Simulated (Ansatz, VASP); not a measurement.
# Al5BAs6 in VASP and in Ansatz

Contents of INCAR:

```
SYSTEM = Al5BAs6
PREC = Accurate
ENCUT = 520
EDIFF = 1E-6
ISMEAR = 0
SIGMA = 0.1
LREAL = .FALSE.
LASPH = .TRUE.
NELM = 60
ALGO = Normal
ISIF = 2
LWAVE = .FALSE.
LCHARG = .FALSE.
GGA = PE
NBANDS = 36
```

Contents of KPOINTS:

```
regular mesh
0
G
  4 4 1
  0 0 0
```

Contents of POSCAR:

```
Al5BAs6
1.0
    3.7794038500      0.0000000000      0.0000000000
    0.0000000000      3.7794038500      0.0000000000
    0.0000000000      0.0000000000     16.0346525600
Al B As
5 1 6
Direct
    0.0000000000      0.0000000000      0.8333333300
    0.0000000000      0.0000000000      0.1666666700
    0.5000000000      0.5000000000      0.3333333300
    0.0000000000      0.0000000000      0.5000000000
    0.5000000000      0.5000000000      0.6666666700
    0.5000000000      0.5000000000      0.0000000000
    0.5000000000      0.0000000000      0.9166666700
    0.0000000000      0.5000000000      0.0833333300
    0.5000000000      0.0000000000      0.2500000000
    0.0000000000      0.5000000000      0.4166666700
    0.5000000000      0.0000000000      0.5833333300
    0.0000000000      0.5000000000      0.7500000000
```

Input for Ansatz:

```yaml
crystal:
  lattice:
    - [3.77940385, 0.0, 0.0]
    - [0.0, 3.77940385, 0.0]
    - [0.0, 0.0, 16.03465256]
  atoms:
    - { symbol: Al, position: [0.0, 0.0, 0.83333333] }
    - { symbol: Al, position: [0.0, 0.0, 0.16666667] }
    - { symbol: Al, position: [0.5, 0.5, 0.33333333] }
    - { symbol: Al, position: [0.0, 0.0, 0.5] }
    - { symbol: Al, position: [0.5, 0.5, 0.66666667] }
    - { symbol: B, position: [0.5, 0.5, 0.0] }
    - { symbol: As, position: [0.5, 0.0, 0.91666667] }
    - { symbol: As, position: [0.0, 0.5, 0.08333333] }
    - { symbol: As, position: [0.5, 0.0, 0.25] }
    - { symbol: As, position: [0.0, 0.5, 0.41666667] }
    - { symbol: As, position: [0.5, 0.0, 0.58333333] }
    - { symbol: As, position: [0.0, 0.5, 0.75] }
basis:
  ecutwfc: 420
kpoints:
  mp_grid: { grid: [4, 4, 1] }
hamiltonian:
  xc: pbe
scf:
  occupations: { method: gaussian, width: 0.1 }
  lower_state_search: "off"
output:
  forces: true
  stress: true
  eigenvalues: true
```

Alike in both runs: task single point; functional PBE; k mesh 4 × 4 × 1; occupations gaussian, width 0.1 eV; no spin polarisation.

|  | VASP | Ansatz |
| --- | --- | --- |
| version | VASP 6.6.1 | Ansatz 0.2.0 |
| potentials or method | VASP PAW PBE potentials, release 64 (Al, B, As), cutoff 520 eV | scalar-relativistic, plane waves, PAW |
| valence electrons in the cell | 48 | 108 |

Ansatz gave:

- gap on the k mesh at the Fermi level (eV): 1.06
- least direct gap on the mesh (eV): 1.08
- pressure (GPa): 14.9
- traceless stress, the component that is largest in VASP (GPa): -1.16
- rms of the force components (eV/Å): 0.768

Question: What did VASP give for the same quantities?

Answer: gap on the k mesh at the Fermi level (eV): 1.05; least direct gap on the mesh (eV): 1.06; pressure (GPa): 15.3; traceless stress, the component that is largest in VASP (GPa): -1.17; rms of the force components (eV/Å): 0.772.

Atom by atom the forces differ by 0.004 eV/Å (rms over components). VASP's potentials hold 48 valence electrons a cell and Ansatz's 108, so a difference there can come from the potentials and not from the codes.
